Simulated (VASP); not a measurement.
# Na2H3 (R-3m) in VASP: notebook

The runs below take Na2H3 through single point, relaxation of cell and atoms, with PBE.

All numbers are computed with VASP 6.6.1; they aren't measurements. Logs are shortened: lines on timing, memory, paths and dates and some standing lists are left out, and cuts for length are marked.

### Step 1. The cell of the first run

It takes space group R-3m (No. 166, trigonal). Conventional cell: a = 3.325 Å, b = 3.325 Å, c = 17.606 Å, α = 90.00°, β = 90.00°, γ = 120.00°. Within 3.1 Å of Na (site symmetry 3m) lie 9 H at 2.38 to 2.47 Å and 1 Na at 3.04 Å. Within 3.1 Å of H (site symmetry -3m) lie 6 Na at 2.38 Å and 2 H at 2.97 Å. Within 2.5 Å of H (site symmetry 3m) lie 3 H at 1.92 Å and 6 Na at 2.43 to 2.47 Å.

### Step 2. Single point, PBE

Contents of INCAR:

```
SYSTEM = Na2H3
PREC     = Accurate       ! precision mode
ENCUT    = 520            ! plane-wave cutoff, eV
EDIFF    = 1E-6           ! SCF threshold, eV
ISMEAR   = 0              ! smearing method
SIGMA    = 0.1            ! smearing width, eV
LREAL    = .FALSE.        ! projectors in reciprocal space
LASPH    = .TRUE.         ! aspherical terms in the spheres
NELM     = 80             ! most SCF steps
ALGO     = Normal         ! electronic algorithm
ISIF     = 2              ! what is computed and relaxed
LWAVE    = .FALSE.        ! write WAVECAR
LCHARG   = .FALSE.        ! write CHGCAR
GGA      = PE             ! functional
NBANDS   = 16             ! bands
```

Contents of KPOINTS:

```
Automatic mesh
0
G
  12 12 12
  0 0 0
```

Contents of POSCAR:

```
Na2H3
1.0
    1.6623060470      0.9597328437      5.8687184692
   -1.6623060470      0.9597328437      5.8687184692
    0.0000000000     -1.9194656874      5.8687184692
Na H
2 3
Direct
    0.4136096796      0.4136096796      0.4136096796
    0.5863903204      0.5863903204      0.5863903204
    0.0000000000      0.0000000000      0.0000000000
    0.1687060694      0.1687060694      0.1687060694
    0.8312939306      0.8312939306      0.8312939306
```

Potentials or basis: VASP PAW PBE potentials, release 64 (Na_pv, H).

Command:

```console
$ cat potpaw_PBE.64/Na_pv/POTCAR potpaw_PBE.64/H/POTCAR > POTCAR
$ mpirun -np 1 vasp_std > vasp.out
```

OUTCAR:

```text
SYSTEM = Na2H3
   PREC = Accurate
   ENCUT = 520
   EDIFF = 1E-6
   ISMEAR = 0
   LREAL = .FALSE.
   LASPH = .TRUE.
   NELM = 80
   ISIF = 2
   GGA = PE

 ion  position               nearest neighbor table
   1  0.414  0.414  0.414-
   2  0.586  0.586  0.586-
   3  0.000  0.000  0.000-
   4  0.169  0.169  0.169-
   5  0.831  0.831  0.831-

  LATTYP: Found a trigonal (rhomboedric) cell.
 ALAT       =     6.1746420946
 COS(alpha) =     0.8550466067

  Lattice vectors:

 A1 = (   1.6623060470,   0.9597328437,   5.8687184692)
 A2 = (  -1.6623060470,   0.9597328437,   5.8687184692)
 A3 = (   0.0000000000,  -1.9194656874,   5.8687184692)

Analysis of symmetry for initial positions (statically):
=====================================================================
 Subroutine PRICEL returns:
 Original cell was already a primitive cell.

 Routine SETGRP: Setting up the symmetry group for a
 trigonal (rhombohedral) supercell.

 Subroutine GETGRP returns: Found 12 space group operations
 (whereof 12 operations were pure point group operations)
 out of a pool of 12 trial point group operations.

The static configuration has the point symmetry D_3d.

Analysis of symmetry for dynamics (positions and initial velocities):
=====================================================================
 Subroutine PRICEL returns:
 Original cell was already a primitive cell.

 Routine SETGRP: Setting up the symmetry group for a
 trigonal (rhombohedral) supercell.

 Subroutine GETGRP returns: Found 12 space group operations
 (whereof 12 operations were pure point group operations)
 out of a pool of 12 trial point group operations.

The dynamic configuration has the point symmetry D_3d.

 Subroutine INISYM returns: Found 12 space group operations
 (whereof 12 operations are pure point group operations),
 and found     1 'primitive' translations

----------------------------------------------------------------------------------------

                                     Primitive cell

  volume of cell :      56.1767

  direct lattice vectors                    reciprocal lattice vectors
     1.662306047  0.959732844  5.868718469     0.300786971  0.173659438  0.056798317
    -1.662306047  0.959732844  5.868718469    -0.300786971  0.173659438  0.056798317
     0.000000000 -1.919465687  5.868718469     0.000000000 -0.347318877  0.056798317

  length of vectors
     6.174642095  6.174642095  6.174642095     0.351932452  0.351932452  0.351932452

  position of ions in fractional coordinates (direct lattice)
     0.413609680  0.413609680  0.413609680
     0.586390320  0.586390320  0.586390320
     0.000000000  0.000000000  0.000000000
     0.168706069  0.168706069  0.168706069
     0.831293931  0.831293931  0.831293931

  ion indices of the primitive-cell ions
   primitive index   ion index
                 1           1
                 2           2
                 3           3
                 4           4
                 5           5

----------------------------------------------------------------------------------------

 KPOINTS: Automatic mesh

Automatic generation of k-mesh.
 Grid dimensions read from file:
 generate k-points for:   12   12   12

 Generating k-lattice:

  Cartesian coordinates                     Fractional coordinates (reciprocal lattice)
     0.025065581  0.014471620  0.004733193     0.083333333 -0.000000000  0.000000000
    -0.025065581  0.014471620  0.004733193    -0.000000000  0.083333333  0.000000000
     0.000000000 -0.028943240  0.004733193     0.000000000  0.000000000  0.083333333

  Length of vectors
     0.029327704  0.029327704  0.029327704

  Shift w.r.t. Gamma in fractional coordinates (k-lattice)
     0.000000000  0.000000000  0.000000000

 Subroutine IBZKPT returns following result:
 ===========================================

 Found    189 irreducible k-points:

 Following reciprocal coordinates:
            Coordinates               Weight
  0.000000  0.000000  0.000000      1.000000
  0.083333 -0.000000 -0.000000      6.000000
  0.166667  0.000000  0.000000      6.000000
  0.250000  0.000000  0.000000      6.000000
  0.333333  0.000000  0.000000      6.000000
  0.416667  0.000000  0.000000      6.000000
[... 16 lines left out ...]
  0.500000  0.166667  0.000000     12.000000
 -0.416667  0.166667  0.000000     12.000000
 [... further k-points ...]
   k-points           NKPTS =    189   k-points in BZ     NKDIM =    189   number of bands    NBANDS=     16
   number of dos      NEDOS =    301   number of ions     NIONS =      5
   total plane-waves  NPLWV = 110592
   dimension x,y,z NGX =    48 NGY =   48 NGZ =   48
   dimension x,y,z NGXF=    96 NGYF=   96 NGZF=   96
   ions per type =               2   3
   NGX,Y,Z   is equivalent  to a cutoff of  12.92, 12.92, 12.92 a.u.
   NGXF,Y,Z  is equivalent  to a cutoff of  25.85, 25.85, 25.85 a.u.
 SYSTEM =  Na2H3
   PREC   = accura    normal or accurate (medium, high low for compatibility)
   ISTART =      0    job   : 0-new  1-cont  2-samecut
   ICHARG =      2    charge: 1-file 2-atom 10-const
   ISPIN  =      1    spin polarized calculation?
   LNONCOLLINEAR =      F non collinear calculations
   LSORBIT =      F    spin-orbit coupling
   LASPH  =      T    aspherical Exc in radial PAW
   ENCUT  =  520.0 eV  38.22 Ry    6.18 a.u.  11.48 11.48 11.48*2*pi/ulx,y,z
   NELM   =     80;   NELMIN=  2; NELMDL= -5     # of ELM steps
   EDIFF  = 0.1E-05   stopping-criterion for ELM
   LREAL  =      F    real-space projection
   EDIFFG = 0.1E-04   stopping-criterion for IOM
   NSW    =      0    number of steps for IOM
   IBRION =     -1    ionic relax: 0-MD 1-quasi-New 2-CG
   NFREE  =      0    steps in history (QN), initial steepest desc. (CG)
   ISIF   =      2    stress and relaxation
   ISYM   =      2    0-nonsym 1-usesym 2-fastsym
   POTIM  = 0.5000    time-step for ionic-motion
   TEBEG  =    0.0;   TEEND  =   0.0 temperature during run
   PSTRESS=    0.0 pullay stress
   NELECT =      17.0000    total number of electrons
   NUPDOWN=      -1.0000    fix difference up-down
   EMIN   =  10.00;   EMAX   =-10.00  energy-range for DOS
   EFERMI =   0.00;   METHOD = LEGACY
   ISMEAR =     0;   SIGMA  =   0.10  broadening in eV -4-tet -1-fermi 0-gaus
   EFERMI_NEDOS =   21; number of points for ismear=-14 and -15
   IALGO  =     38    algorithm
   IMIX   =      4    mixing-type and parameters
     AMIX     =   0.40;   BMIX     =  1.00
     AMIX_MAG =   1.60;   BMIX_MAG =  1.00
  volume/ion in A,a.u.               =      11.24        75.82
  Fermi-wavevector in a.u.,A,eV,Ry     =   1.099105  2.077007 16.436270  1.208032
  Thomas-Fermi vector in A             =   2.235494
   LORBIT       =      0    0 simple, 1 ext, 2 COOP (PROOUT), +10 PAW based schemes
   GGA     = PE    functional components
   LHFCALC =     F    Hartree Fock is set to
   AEXX    =    0.0000 exact exchange contribution
   IVDW    =     0    specifies the selected vdW correction
   LEPSILON=     F    determine dielectric tensor
   LRPA    =     F    only Hartree local field effects (RPA)
 non-spin polarized calculation
 Gauss-broadening in eV      SIGMA  =   0.10
  energy-cutoff  :      520.00
  volume of cell :       56.18
 maximum number of plane-waves:      1529
 NGX is ok and might be reduce to    48
   NGX = 23   NGY = 23   NGZ = 23

 number of electron      17.0000005 magnetization

 Free energy of the ion-electron system (eV)
  ---------------------------------------------------
  ext. energy  EPLUGINS =         0.00000000
  ---------------------------------------------------
  free energy    TOTEN  =       -11.99615219 eV

  energy without entropy =      -11.99436690  energy(sigma->0) =      -11.99525954

 E-fermi :   0.6591     XC(G=0):  -8.2269

 val. band max:        0.4437442841   @ k =   0.4167   0.3333   0.0000
 cond. band min:       0.7381704778   @ k =  -0.4167   0.3333   0.1667
 fundamental gap:      0.2944261937
 Fermi energy:         0.6591189732

 k-point     1 :       0.0000    0.0000    0.0000
  band No.  band energies     occupation
      1     -23.0191      2.00000
      2     -22.9185      2.00000
      3     -22.9185      2.00000
      4     -22.9169      2.00000
      5     -22.9169      2.00000
      6     -22.8952      2.00000
[... 8 lines left out ...]
     15      13.5525      0.00000
     16      14.0127      0.00000

 k-point     2 :       0.0833   -0.0000   -0.0000
  band No.  band energies     occupation
      1     -23.0167      2.00000
      2     -22.9261      2.00000
      3     -22.9220      2.00000
      4     -22.9200      2.00000
      5     -22.9182      2.00000
      6     -22.8950      2.00000
[... 8 lines left out ...]
     15      13.6536      0.00000
     16      13.6626      0.00000

 k-point     3 :       0.1667    0.0000    0.0000
  band No.  band energies     occupation
      1     -23.0102      2.00000
      2     -22.9455      2.00000
      3     -22.9367      2.00000
      4     -22.9239      2.00000
      5     -22.9218      2.00000
      6     -22.8950      2.00000
[... 8 lines left out ...]
     15      12.8694      0.00000
     16      13.2157      0.00000

 k-point     4 :       0.2500    0.0000    0.0000
  band No.  band energies     occupation
      1     -23.0017      2.00000
      2     -22.9712      2.00000
      3     -22.9564      2.00000
      4     -22.9291      2.00000
      5     -22.9269      2.00000
      6     -22.8955      2.00000
[... 8 lines left out ...]
     15      12.1558      0.00000
     16      12.3319      0.00000
[... 324 lines left out ...]
 k-point    22 :       0.4167    0.1667    0.0000
  band No.  band energies     occupation
      1     -22.9963      2.00000
      2     -22.9913      2.00000
      3     -22.9705      2.00000
      4     -22.9456      2.00000
      5     -22.9411      2.00000
      6     -22.9007      2.00000
[... 8 lines left out ...]
     15      11.4606      0.00000
     16      13.2682      0.00000

 k-point    23 :       0.5000    0.1667    0.0000
  band No.  band energies     occupation
      1     -23.0089      2.00000
      2     -22.9952      2.00000
      3     -22.9704      2.00000
      4     -22.9523      2.00000
      5     -22.9478      2.00000
      6     -22.9006      2.00000
[... 8 lines left out ...]
     15      11.6792      0.00000
     16      13.0677      0.00000

 k-point    24 :      -0.4167    0.1667    0.0000
  band No.  band energies     occupation
      1     -23.0136      2.00000
      2     -22.9968      2.00000
      3     -22.9713      2.00000
      4     -22.9554      2.00000
      5     -22.9498      2.00000
      6     -22.8994      2.00000
[... 8 lines left out ...]
     15      12.0571      0.00000
     16      12.9917      0.00000

 [... further k-points ...]

------------------------ aborting loop because EDIFF is reached ----------------------------------------

  FORCE on cell =-STRESS in cart. coord.  units (eV):
  Direction    XX          YY          ZZ          XY          YZ          ZX
  --------------------------------------------------------------------------------------
  -------------------------------------------------------------------------------------
  Total       -0.0091367     -0.0091367     -0.0138823      0.0000000     -0.0000000      0.0000000
  in kB       -0.2605816     -0.2605816     -0.3959281      0.0000000     -0.0000000      0.0000000
  external PRESSURE =      -0.3056971 kB  Pullay stress =       0.0000000 kB

 VOLUME and BASIS-vectors are now :
 -----------------------------------------------------------------------------
  energy-cutoff  :      520.00
  volume of cell :       56.18
      direct lattice vectors                 reciprocal lattice vectors
     1.662306047  0.959732844  5.868718469     0.300786971  0.173659438  0.056798317
    -1.662306047  0.959732844  5.868718469    -0.300786971  0.173659438  0.056798317
     0.000000000 -1.919465687  5.868718469     0.000000000 -0.347318877  0.056798317

 POSITION                                       TOTAL-FORCE (eV/Angst)
 -----------------------------------------------------------------------------------
      0.00000      0.00000      7.28208        -0.000000      0.000000     -0.000494
      0.00000      0.00000     10.32408        -0.000000     -0.000000      0.000494
      0.00000      0.00000      0.00000         0.000000     -0.000000      0.000000
      0.00000      0.00000      2.97027        -0.000000     -0.000000     -0.000027
      0.00000      0.00000     14.63589        -0.000000     -0.000000      0.000027
 -----------------------------------------------------------------------------------
    total drift:                                0.000000     -0.000000      0.000000

  FREE ENERGIE OF THE ION-ELECTRON SYSTEM (eV)
  ---------------------------------------------------
  free  energy   TOTEN  =       -11.9961521891 eV

  energy  without entropy=      -11.9943668971  energy(sigma->0) =      -11.99525954
```

Run time: 11 min. Hardware: 1 thread of Intel Xeon 8259CL, shared host; peak memory 0.38 GiB.

What came out:

| Quantity | Value |
| --- | --- |
| Free energy | -11.9962 eV |
| Pressure | 0.0 GPa |
| Band gap on the k mesh | zero (an odd number of electrons rules out a gap without spin polarisation) |

Levels at points of the mesh, in eV from the Fermi level:
| k point | band 5 | band 6 | band 7 | band 8 | band 9 | band 10 | band 11 | band 12 |
| --- | --- | --- | --- | --- | --- | --- | --- | --- |
| (0.00, 0.00, 0.00) | -23.58 | -23.55 | -6.71 | -3.53 | 1.46 | 4.19 | 8.83 | 11.96 |
| (0.50, 0.00, 0.00) | -23.60 | -23.56 | -3.70 | -1.76 | -1.44 | 3.12 | 5.84 | 6.97 |
| (0.50, 0.50, 0.00) | -23.59 | -23.57 | -3.57 | -2.24 | -1.11 | 2.99 | 6.48 | 7.32 |
| (0.50, 0.50, 0.50) | -23.57 | -23.57 | -6.44 | -4.31 | 3.89 | 4.85 | 4.88 | 10.40 |

Caveat: an odd number of electrons without spin polarisation forces a metal; a magnetic or distorted state may lie lower.

(Part 1 of 2 ends here.)

The gap in the log of VASP goes by the Fermi energy; the results here count the filled bands.